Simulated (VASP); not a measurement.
# Li3H8 (P3m1) in VASP: further runs

The runs below take Li3H8 through single point, relaxation of cell and atoms, with PBE.

All numbers are computed with VASP 6.6.1; they aren't measurements. Logs are shortened: lines on timing, memory, paths and dates and some standing lists are left out, and cuts for length are marked.

## 1. The cell of the first run

It takes space group P3m1 (No. 156, trigonal). Conventional cell: a = 4.986 Å, b = 4.986 Å, c = 3.675 Å, α = 90.00°, β = 90.00°, γ = 120.00°. Within 1.7 Å of Li (site symmetry m) lie 3 H at 1.26 to 1.54 Å. H (site symmetry 1) has 1 H at 1.11 Å and 1 Li at 1.26 Å within 1.5 Å. H (site symmetry 3m) has 1 H at 1.21 Å within 1.6 Å. H (site symmetry 3m) has 1 H at 1.21 Å and 3 Li at 1.54 Å within 1.6 Å.

The cell was generated, and may not be a known phase.

## 2. Single point, PBE

File INCAR:

```
SYSTEM = Li3H8
PREC = Accurate
ENCUT = 520
EDIFF = 1E-6
ISMEAR = 0
SIGMA = 0.1
LREAL = .FALSE.
LASPH = .TRUE.
NELM = 100
ALGO = Normal
ISIF = 2
LWAVE = .FALSE.
LCHARG = .FALSE.
GGA = PE
NBANDS = 20
```

File KPOINTS:

```
regular mesh
0
G
  6 6 6
  0 0 0
```

File POSCAR:

```
Li3H8
1.0
    4.9857995200      0.0000000000      0.0000000000
   -2.4928997600      4.3178290400      0.0000000000
    0.0000000000      0.0000000000      3.6745594000
Li H
3 8
Direct
    0.5044729200      0.4955270800      0.6357918300
    0.5044729200      0.0089458400      0.6357918300
    0.9910541600      0.4955270800      0.6357918300
    0.7291661800      0.6802066800      0.4420514200
    0.3197933200      0.0489595000      0.4420514200
    0.9510405000      0.2708338200      0.4420514200
    0.3197933200      0.2708338200      0.4420514200
    0.9510405000      0.6802066800      0.4420514200
    0.7291661800      0.0489595000      0.4420514200
    0.3333333300      0.6666666700      0.1911907700
    0.3333333300      0.6666666700      0.5215656900
```

Potentials or basis: VASP PAW PBE potentials, release 64 (Li_sv, H).

Started as:

```console
$ cat potpaw_PBE.64/Li_sv/POTCAR potpaw_PBE.64/H/POTCAR > POTCAR
$ mpirun -np 1 vasp_std > vasp.out
```

OUTCAR:

```text
SYSTEM = Li3H8
   PREC = Accurate
   ENCUT = 520
   EDIFF = 1E-6
   ISMEAR = 0
   LREAL = .FALSE.
   LASPH = .TRUE.
   NELM = 100
   ISIF = 2
   GGA = PE

 ion  position               nearest neighbor table
   1  0.504  0.496  0.636-   7 1.26   4 1.26  11 1.54   2 2.43   3 2.43   2 2.56   3 2.56
   2  0.504  0.009  0.636-   5 1.26   9 1.26  11 1.54   3 2.43   1 2.43   1 2.56   3 2.56
   3  0.991  0.496  0.636-   6 1.26   8 1.26  11 1.54   2 2.43   1 2.43   2 2.56   1 2.56
   4  0.729  0.680  0.442-   1 1.26
   5  0.320  0.049  0.442-   2 1.26
   6  0.951  0.271  0.442-   3 1.26
   7  0.320  0.271  0.442-   1 1.26
   8  0.951  0.680  0.442-   3 1.26
   9  0.729  0.049  0.442-   2 1.26
  10  0.333  0.667  0.191-
  11  0.333  0.667  0.522-   2 1.54   3 1.54   1 1.54

  LATTYP: Found a hexagonal cell.
 ALAT       =     4.9857995200
 C/A-ratio  =     0.7370050451

  Lattice vectors:

 A1 = (   4.9857995200,   0.0000000000,   0.0000000000)
 A2 = (  -2.4928997600,   4.3178290400,   0.0000000000)
 A3 = (   0.0000000000,   0.0000000000,   3.6745594000)

Analysis of symmetry for initial positions (statically):
=====================================================================
 Subroutine PRICEL returns:
 Original cell was already a primitive cell.

 Routine SETGRP: Setting up the symmetry group for a
 hexagonal supercell.

 Subroutine GETGRP returns: Found  6 space group operations
 (whereof  6 operations were pure point group operations)
 out of a pool of 24 trial point group operations.

The static configuration has the point symmetry C_3v.

Analysis of symmetry for dynamics (positions and initial velocities):
=====================================================================
 Subroutine PRICEL returns:
 Original cell was already a primitive cell.

 Routine SETGRP: Setting up the symmetry group for a
 hexagonal supercell.

 Subroutine GETGRP returns: Found  6 space group operations
 (whereof  6 operations were pure point group operations)
 out of a pool of 24 trial point group operations.

The dynamic configuration has the point symmetry C_3v.

 Subroutine INISYM returns: Found  6 space group operations
 (whereof  6 operations are pure point group operations),
 and found     1 'primitive' translations

----------------------------------------------------------------------------------------

                                     Primitive cell

  volume of cell :      79.1053

  direct lattice vectors                    reciprocal lattice vectors
     4.985799520  0.000000000  0.000000000     0.200569637  0.115798934  0.000000000
    -2.492899760  4.317829040  0.000000000     0.000000000  0.231597868  0.000000000
     0.000000000  0.000000000  3.674559400     0.000000000  0.000000000  0.272141471

  length of vectors
     4.985799520  4.985799518  3.674559400     0.231597868  0.231597868  0.272141471

  position of ions in fractional coordinates (direct lattice)
     0.504472920  0.495527080  0.635791830
     0.504472920  0.008945840  0.635791830
     0.991054160  0.495527080  0.635791830
     0.729166180  0.680206680  0.442051420
     0.319793320  0.048959500  0.442051420
     0.951040500  0.270833820  0.442051420
     0.319793320  0.270833820  0.442051420
     0.951040500  0.680206680  0.442051420
     0.729166180  0.048959500  0.442051420
     0.333333330  0.666666670  0.191190770
     0.333333330  0.666666670  0.521565690

  ion indices of the primitive-cell ions
   primitive index   ion index
                 1           1
                 2           2
                 3           3
                 4           4
                 5           5
                 6           6
                 7           7
                 8           8
                 9           9
                10          10
                11          11

----------------------------------------------------------------------------------------

 KPOINTS: regular mesh

Automatic generation of k-mesh.
 Grid dimensions read from file:
 generate k-points for:    6    6    6

 Generating k-lattice:

  Cartesian coordinates                     Fractional coordinates (reciprocal lattice)
     0.033428273  0.019299822  0.000000000     0.166666667  0.000000000  0.000000000
     0.000000000  0.038599645  0.000000000     0.000000000  0.166666667  0.000000000
     0.000000000  0.000000000  0.045356912     0.000000000  0.000000000  0.166666667

  Length of vectors
     0.038599645  0.038599645  0.045356912

  Shift w.r.t. Gamma in fractional coordinates (k-lattice)
     0.000000000  0.000000000  0.000000000

 Subroutine IBZKPT returns following result:
 ===========================================

 Found     34 irreducible k-points:

 Following reciprocal coordinates:
            Coordinates               Weight
  0.000000  0.000000  0.000000      1.000000
  0.166667  0.000000  0.000000      6.000000
  0.333333 -0.000000  0.000000      6.000000
  0.500000 -0.000000  0.000000      3.000000
  0.166667  0.166667  0.000000      6.000000
  0.333333  0.166667  0.000000     12.000000
[... 16 lines left out ...]
  0.500000 -0.000000  0.333333      6.000000
  0.166667  0.166667  0.333333     12.000000
 [... further k-points ...]
   k-points           NKPTS =     34   k-points in BZ     NKDIM =     34   number of bands    NBANDS=     20
   number of dos      NEDOS =    301   number of ions     NIONS =     11
   total plane-waves  NPLWV =  44800
   dimension x,y,z NGX =    40 NGY =   40 NGZ =   28
   dimension x,y,z NGXF=    80 NGYF=   80 NGZF=   56
   ions per type =               3   8
   NGX,Y,Z   is equivalent  to a cutoff of  13.34, 13.34, 12.67 a.u.
   NGXF,Y,Z  is equivalent  to a cutoff of  26.68, 26.68, 25.34 a.u.
 SYSTEM =  Li3H8
   PREC   = accura    normal or accurate (medium, high low for compatibility)
   ISTART =      0    job   : 0-new  1-cont  2-samecut
   ICHARG =      2    charge: 1-file 2-atom 10-const
   ISPIN  =      1    spin polarized calculation?
   LNONCOLLINEAR =      F non collinear calculations
   LSORBIT =      F    spin-orbit coupling
   LASPH  =      T    aspherical Exc in radial PAW
   ENCUT  =  520.0 eV  38.22 Ry    6.18 a.u.   9.27  9.27  6.83*2*pi/ulx,y,z
   NELM   =    100;   NELMIN=  2; NELMDL= -5     # of ELM steps
   EDIFF  = 0.1E-05   stopping-criterion for ELM
   LREAL  =      F    real-space projection
   EDIFFG = 0.1E-04   stopping-criterion for IOM
   NSW    =      0    number of steps for IOM
   IBRION =     -1    ionic relax: 0-MD 1-quasi-New 2-CG
   NFREE  =      0    steps in history (QN), initial steepest desc. (CG)
   ISIF   =      2    stress and relaxation
   ISYM   =      2    0-nonsym 1-usesym 2-fastsym
   POTIM  = 0.5000    time-step for ionic-motion
   TEBEG  =    0.0;   TEEND  =   0.0 temperature during run
   PSTRESS=    0.0 pullay stress
   NELECT =      17.0000    total number of electrons
   NUPDOWN=      -1.0000    fix difference up-down
   EMIN   =  10.00;   EMAX   =-10.00  energy-range for DOS
   EFERMI =   0.00;   METHOD = LEGACY
   ISMEAR =     0;   SIGMA  =   0.10  broadening in eV -4-tet -1-fermi 0-gaus
   EFERMI_NEDOS =   21; number of points for ismear=-14 and -15
   IALGO  =     38    algorithm
   IMIX   =      4    mixing-type and parameters
     AMIX     =   0.40;   BMIX     =  1.00
     AMIX_MAG =   1.60;   BMIX_MAG =  1.00
  volume/ion in A,a.u.               =       7.19        48.53
  Fermi-wavevector in a.u.,A,eV,Ry     =   0.980594  1.853054 13.082884  0.961565
  Thomas-Fermi vector in A             =   2.111536
   LORBIT       =      0    0 simple, 1 ext, 2 COOP (PROOUT), +10 PAW based schemes
   GGA     = PE    functional components
   LHFCALC =     F    Hartree Fock is set to
   AEXX    =    0.0000 exact exchange contribution
   IVDW    =     0    specifies the selected vdW correction
   LEPSILON=     F    determine dielectric tensor
   LRPA    =     F    only Hartree local field effects (RPA)
 non-spin polarized calculation
 Gauss-broadening in eV      SIGMA  =   0.10
  energy-cutoff  :      520.00
  volume of cell :       79.11
 maximum number of plane-waves:      2161
 NGX is ok and might be reduce to    40
   NGX = 19   NGY = 19   NGZ = 13

 number of electron      17.0000005 magnetization

 Free energy of the ion-electron system (eV)
  ---------------------------------------------------
  ext. energy  EPLUGINS =         0.00000000
  ---------------------------------------------------
  free energy    TOTEN  =       -21.73359900 eV

  energy without entropy =      -21.71791499  energy(sigma->0) =      -21.72575699

 E-fermi :   1.3622     XC(G=0):  -7.8566

 val. band max:        1.3406349516   @ k =   0.5000  -0.0000   0.5000
 cond. band min:       1.3949664081   @ k =   0.3333  -0.0000   0.1667
 fundamental gap:      0.0543314565
 Fermi energy:         1.3621970729

 k-point     1 :       0.0000    0.0000    0.0000
  band No.  band energies     occupation
      1     -45.6602      2.00000
      2     -45.5626      2.00000
      3     -45.5625      2.00000
      4      -8.8323      2.00000
      5      -5.3246      2.00000
      6      -5.3246      2.00000
[... 12 lines left out ...]
     19      10.7274      0.00000
     20      12.9137      0.00000

 k-point     2 :       0.1667    0.0000    0.0000
  band No.  band energies     occupation
      1     -45.6547      2.00000
      2     -45.5680      2.00000
      3     -45.5626      2.00000
      4      -8.6880      2.00000
      5      -5.7023      2.00000
      6      -5.3389      2.00000
[... 12 lines left out ...]
     19      11.3029      0.00000
     20      12.4882      0.00000
[... 465 lines left out ...]
      3     -45.5621      2.00000
      4      -7.4963      2.00000
      5      -6.9539      2.00000
      6      -5.2031      2.00000
[... 12 lines left out ...]
     19      12.0694      0.00000
     20      13.2041      0.00000

 k-point    24 :       0.1667    0.1667    0.3333
  band No.  band energies     occupation
      1     -45.6442      2.00000
      2     -45.5772      2.00000
      3     -45.5621      2.00000
      4      -8.1132      2.00000
      5      -5.9054      2.00000
      6      -5.5110      2.00000
[... 12 lines left out ...]
     19      12.6190      0.00000
     20      12.7790      0.00000

 [... further k-points ...]

------------------------ aborting loop because EDIFF is reached ----------------------------------------

  FORCE on cell =-STRESS in cart. coord.  units (eV):
  Direction    XX          YY          ZZ          XY          YZ          ZX
  --------------------------------------------------------------------------------------
  -------------------------------------------------------------------------------------
  Total       10.7925338     10.7925338      7.9666108      0.0000000     -0.0000000      0.0000000
  in kB      218.5890855    218.5890852    161.3535979      0.0000000     -0.0000000      0.0000000
  external PRESSURE =     199.5105896 kB  Pullay stress =       0.0000000 kB

 VOLUME and BASIS-vectors are now :
 -----------------------------------------------------------------------------
  energy-cutoff  :      520.00
  volume of cell :       79.11
      direct lattice vectors                 reciprocal lattice vectors
     4.985799520  0.000000000  0.000000000     0.200569637  0.115798934  0.000000000
    -2.492899760  4.317829040  0.000000000     0.000000000  0.231597868  0.000000000
     0.000000000  0.000000000  3.674559400     0.000000000  0.000000000  0.272141471

 POSITION                                       TOTAL-FORCE (eV/Angst)
 -----------------------------------------------------------------------------------
      1.27990      2.13960      2.33625        -0.896024      0.517320      4.852365
      2.49290      0.03863      2.33625        -0.000000     -1.034640      4.852365
      3.70590      2.13960      2.33625         0.896024      0.517320      4.852365
      1.93979      2.93702      1.62434         3.750100      2.578425     -2.291548
      1.47237      0.21140      1.62434        -4.108031      1.958470     -2.291548
      4.06654      1.16941      1.62434         0.357931     -4.536894     -2.291548
      0.91926      1.16941      1.62434        -0.357931     -4.536894     -2.291548
      3.04601      2.93702      1.62434        -3.750100      2.578425     -2.291548
      3.51343      0.21140      1.62434         4.108031      1.958470     -2.291548
     -0.00000      2.87855      0.70254        -0.000000      0.000000     -0.507733
     -0.00000      2.87855      1.91652        -0.000000      0.000000     -0.300073
 -----------------------------------------------------------------------------------
    total drift:                               -0.000001      0.000000     -0.002142

  FREE ENERGIE OF THE ION-ELECTRON SYSTEM (eV)
  ---------------------------------------------------
  free  energy   TOTEN  =       -21.7335989956 eV

  energy  without entropy=      -21.7179149862  energy(sigma->0) =      -21.72575699
```

It took 51 s on 1 thread of Intel Xeon 6975P-C (Granite Rapids), shared host; peak memory 0.2 GiB.

What came out:

* Free energy: -21.7336 eV
* Largest force: 5.095 eV/Å
* Band gap on the k mesh: zero (an odd number of electrons rules out a gap without spin polarisation)

Forces on the atoms (eV/Å):
```
Li  -0.896  0.517  4.852
Li   0.000 -1.035  4.852
Li   0.896  0.517  4.852
H    3.750  2.578 -2.292
H   -4.108  1.958 -2.292
H    0.358 -4.537 -2.292
H   -0.358 -4.537 -2.292
H   -3.750  2.578 -2.292
H    4.108  1.958 -2.292
H    0.000  0.000 -0.508
H    0.000  0.000 -0.300
```

Caveat: the cutoff is under 1.25 times the usual one of these potentials, so pressure, stress and relaxed cells hold a basis-set (Pulay) error; forces of over 1 eV/Å act on the atoms, so gaps and moduli don't describe the material at rest.

(Part 1 of 2 ends here.)

The gap in the log of VASP goes by the Fermi energy; the results here count the filled bands.